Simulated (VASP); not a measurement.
# ReS (P6_3/mmc) in VASP: single point with PBE

Aim: the single point of ReS with PBE.

Program: VASP 6.6.1. These are calculated values, not measurements. Logs are shortened: lines on timing, memory, paths and dates and some standing lists are left out, and cuts for length are marked.

**1. The cell of the first run**

It takes space group P6_3/mmc (No. 194, hexagonal). The conventional cell has a = 3.595 Å, b = 3.595 Å, c = 5.358 Å, α = 90.00°, β = 90.00°, γ = 120.00°. Within 3.3 Å of Re (site symmetry -3m) lie 6 S at 2.47 Å and 2 Re at 2.68 Å. S (site symmetry -6m2) has 6 Re at 2.47 Å and 6 S at 3.39 Å within 3.4 Å.

**2. Single point, PBE**

Input file INCAR:

```
SYSTEM = ReS
  PREC = Accurate
  ENCUT = 560
  EDIFF = 1E-6
  ISMEAR = 0
  SIGMA = 0.1
  LREAL = .False.
  LASPH = .True.
  NELM = 120
  ALGO = Normal
  ISIF = 2
  LWAVE = .False.
  LCHARG = .False.
  GGA = PE
  NBANDS = 29
  GGA_COMPAT = .False.
```

Input file KPOINTS:

```
regular mesh
0
Gamma
  12 12 8
  0 0 0
```

Input file POSCAR:

```
ReS
1.0
    3.5948908969      0.0000000000      0.0000000000
   -1.7974454484      3.1132668405      0.0000000000
    0.0000000000      0.0000000000      5.3577963613
Re S
2 2
Direct
    0.0000000000      0.0000000000      0.0000000000
    0.0000000000      0.0000000000      0.5000000000
    0.3333333333      0.6666666667      0.2500000000
    0.6666666667      0.3333333333      0.7500000000
```

Potentials or basis: VASP PAW PBE potentials, release 64 (Re_sv_GW, S).

Launch:

```console
> cat potpaw_PBE.64/Re_sv_GW/POTCAR potpaw_PBE.64/S/POTCAR > POTCAR
> mpirun -np 1 vasp_std > vasp.out
```

OUTCAR:

```text
SYSTEM = ReS
   PREC = Accurate
   ENCUT = 560
   EDIFF = 1E-6
   ISMEAR = 0
   LREAL = .False.
   LASPH = .True.
   NELM = 120
   ISIF = 2
   GGA = PE

 ion  position               nearest neighbor table
   1  0.000  0.000  0.000-   3 2.47   4 2.47   3 2.47   4 2.47   4 2.47   3 2.47   2 2.68   2 2.68

   2  0.000  0.000  0.500-   3 2.47   4 2.47   3 2.47   4 2.47   4 2.47   3 2.47   1 2.68   1 2.68

   3  0.333  0.667  0.250-   1 2.47   2 2.47   1 2.47   2 2.47   1 2.47   2 2.47
   4  0.667  0.333  0.750-   1 2.47   2 2.47   1 2.47   2 2.47   1 2.47   2 2.47

  LATTYP: Found a hexagonal cell.
 ALAT       =     3.5948908969
 C/A-ratio  =     1.4903919243

  Lattice vectors:

 A1 = (   3.5948908969,   0.0000000000,   0.0000000000)
 A2 = (  -1.7974454484,   3.1132668405,   0.0000000000)
 A3 = (   0.0000000000,   0.0000000000,   5.3577963613)

Analysis of symmetry for initial positions (statically):
=====================================================================
 Subroutine PRICEL returns:
 Original cell was already a primitive cell.

 Routine SETGRP: Setting up the symmetry group for a
 hexagonal supercell.

 Subroutine GETGRP returns: Found 24 space group operations
 (whereof 12 operations were pure point group operations)
 out of a pool of 24 trial point group operations.

The static configuration has the point symmetry D_3d.
 The point group associated with its full space group is D_6h.

Analysis of symmetry for dynamics (positions and initial velocities):
=====================================================================
 Subroutine PRICEL returns:
 Original cell was already a primitive cell.

 Routine SETGRP: Setting up the symmetry group for a
 hexagonal supercell.

 Subroutine GETGRP returns: Found 24 space group operations
 (whereof 12 operations were pure point group operations)
 out of a pool of 24 trial point group operations.

The dynamic configuration has the point symmetry D_3d.
 The point group associated with its full space group is D_6h.

 Subroutine INISYM returns: Found 24 space group operations
 (whereof 12 operations are pure point group operations),
 and found     1 'primitive' translations

----------------------------------------------------------------------------------------

                                     Primitive cell

  volume of cell :      59.9637

  direct lattice vectors                    reciprocal lattice vectors
     3.594890897  0.000000000  0.000000000     0.278172559  0.160603002  0.000000000
    -1.797445448  3.113266841  0.000000000     0.000000000  0.321206004  0.000000000
[... 91 lines left out ...]
   EDIFFG = 0.1E-04   stopping-criterion for IOM
   NSW    =      0    number of steps for IOM
   IBRION =     -1    ionic relax: 0-MD 1-quasi-New 2-CG
   NFREE  =      0    steps in history (QN), initial steepest desc. (CG)
   ISIF   =      2    stress and relaxation
   ISYM   =      2    0-nonsym 1-usesym 2-fastsym
   POTIM  = 0.5000    time-step for ionic-motion
   TEBEG  =    0.0;   TEEND  =   0.0 temperature during run
   PSTRESS=    0.0 pullay stress
   NELECT =      42.0000    total number of electrons
   NUPDOWN=      -1.0000    fix difference up-down
   EMIN   =  10.00;   EMAX   =-10.00  energy-range for DOS
   EFERMI =   0.00;   METHOD = LEGACY
   ISMEAR =     0;   SIGMA  =   0.10  broadening in eV -4-tet -1-fermi 0-gaus
   EFERMI_NEDOS =   21; number of points for ismear=-14 and -15
   IALGO  =     38    algorithm
   IMIX   =      4    mixing-type and parameters
     AMIX     =   0.40;   BMIX     =  1.00
     AMIX_MAG =   1.60;   BMIX_MAG =  1.00
  volume/ion in A,a.u.               =      14.99       101.16
  Fermi-wavevector in a.u.,A,eV,Ry     =   1.453880  2.747434 28.759539  2.113767
  Thomas-Fermi vector in A             =   2.571095
   LORBIT       =      0    0 simple, 1 ext, 2 COOP (PROOUT), +10 PAW based schemes
   GGA     = PE    functional components
   LHFCALC =     F    Hartree Fock is set to
   AEXX    =    0.0000 exact exchange contribution
   IVDW    =     0    specifies the selected vdW correction
   LEPSILON=     F    determine dielectric tensor
   LRPA    =     F    only Hartree local field effects (RPA)
 non-spin polarized calculation
 Gauss-broadening in eV      SIGMA  =   0.10
  energy-cutoff  :      560.00
  volume of cell :       59.96
 maximum number of plane-waves:      1824
 NGX is ok and might be reduce to    28
   NGX = 13   NGY = 13   NGZ = 21

 number of electron      41.9999998 magnetization

 Free energy of the ion-electron system (eV)
  ---------------------------------------------------
  ext. energy  EPLUGINS =         0.00000000
  ---------------------------------------------------
  free energy    TOTEN  =       -34.54696717 eV

  energy without entropy =      -34.53487730  energy(sigma->0) =      -34.54092223

 E-fermi :  11.4743     XC(G=0): -12.5674

 val. band max:       11.4685069773   @ k =   0.0833   0.0833   0.3750
 cond. band min:      11.5217029033   @ k =   0.2500   0.2500   0.2500
 fundamental gap:      0.0531959259
 Fermi energy:        11.4743313319

 k-point     1 :       0.0000    0.0000    0.0000
  band No.  band energies     occupation
      1     -68.7712      2.00000
      2     -68.7144      2.00000
      3     -31.2634      2.00000
      4     -30.6150      2.00000
      5     -30.6150      2.00000
      6     -30.5160      2.00000
[... 757 lines left out ...]
     28      17.8764      0.00000
     29      18.9076      0.00000

 [... further k-points ...]

------------------------ aborting loop because EDIFF is reached ----------------------------------------

  FORCE on cell =-STRESS in cart. coord.  units (eV):
  Direction    XX          YY          ZZ          XY          YZ          ZX
  --------------------------------------------------------------------------------------
  -------------------------------------------------------------------------------------
  Total       -0.3007385     -0.3007385     -0.3035331     -0.0000000      0.0000000      0.0000000
  in kB       -8.0354703     -8.0354703     -8.1101392     -0.0000000      0.0000000      0.0000000
  external PRESSURE =      -8.0603599 kB  Pullay stress =       0.0000000 kB

 VOLUME and BASIS-vectors are now :
 -----------------------------------------------------------------------------
  energy-cutoff  :      560.00
  volume of cell :       59.96
      direct lattice vectors                 reciprocal lattice vectors
     3.594890897  0.000000000  0.000000000     0.278172559  0.160603002  0.000000000
    -1.797445448  3.113266841  0.000000000     0.000000000  0.321206004  0.000000000
     0.000000000  0.000000000  5.357796361     0.000000000  0.000000000  0.186643898

 POSITION                                       TOTAL-FORCE (eV/Angst)
 -----------------------------------------------------------------------------------
      0.00000      0.00000      0.00000         0.000000      0.000000     -0.000000
      0.00000      0.00000      2.67890         0.000000      0.000000     -0.000000
     -0.00000      2.07551      1.33945         0.000000     -0.000000      0.000000
      1.79745      1.03776      4.01835        -0.000000      0.000000     -0.000000
 -----------------------------------------------------------------------------------
    total drift:                               -0.000000      0.000000     -0.000000

  FREE ENERGIE OF THE ION-ELECTRON SYSTEM (eV)
  ---------------------------------------------------
  free  energy   TOTEN  =       -34.5469671716 eV

  energy  without entropy=      -34.5348772953  energy(sigma->0) =      -34.54092223
```

stdout:

```text
POSCAR found type information on POSCAR ReS
 POSCAR found :  2 types and       4 ions
 scaLAPACK will be used
 LDA part: xc-table for (Slater+PW92), standard interpolation
 POSCAR, INCAR and KPOINTS ok, starting setup
 FFT: planning ... GRIDC
 FFT: planning ... GRID_SOFT
 FFT: planning ... GRID
 WAVECAR not read
 entering main loop
```

It took 2.2 min on 1 thread of Intel Xeon Platinum 8375C at 2.90GHz (Ice Lake), shared host; peak memory 0.28 GiB.

Results:

- Free energy: -34.5470 eV
- Pressure: -0.8 GPa
- Band gap on the k mesh: zero (bands 21 and 22 overlap by 2.16 eV)

Levels at points of the mesh, in eV from the Fermi level:
```tsv
k point	band 17	band 18	band 19	band 20	band 21	band 22	band 23	band 24	band 25	band 26
(0.00, 0.00, 0.00)	-3.25	-3.25	-2.54	-2.30	-2.30	0.97	0.97	2.27	2.69	4.48
(0.50, 0.00, 0.00)	-4.87	-1.21	-0.73	-0.72	-0.35	0.81	0.92	1.71	3.76	4.04
(0.00, 0.00, 0.50)	-1.94	-1.94	-1.94	-1.94	-1.70	-1.70	2.12	2.12	2.12	2.12
(0.50, 0.00, 0.50)	-2.58	-2.58	-0.26	-0.26	-0.21	-0.21	1.41	1.41	2.61	2.61
```

Caveat: spin-orbit coupling is left out, which moves the levels of the heavy elements.

The gap in the log of VASP goes by the Fermi energy; the results here count the filled bands.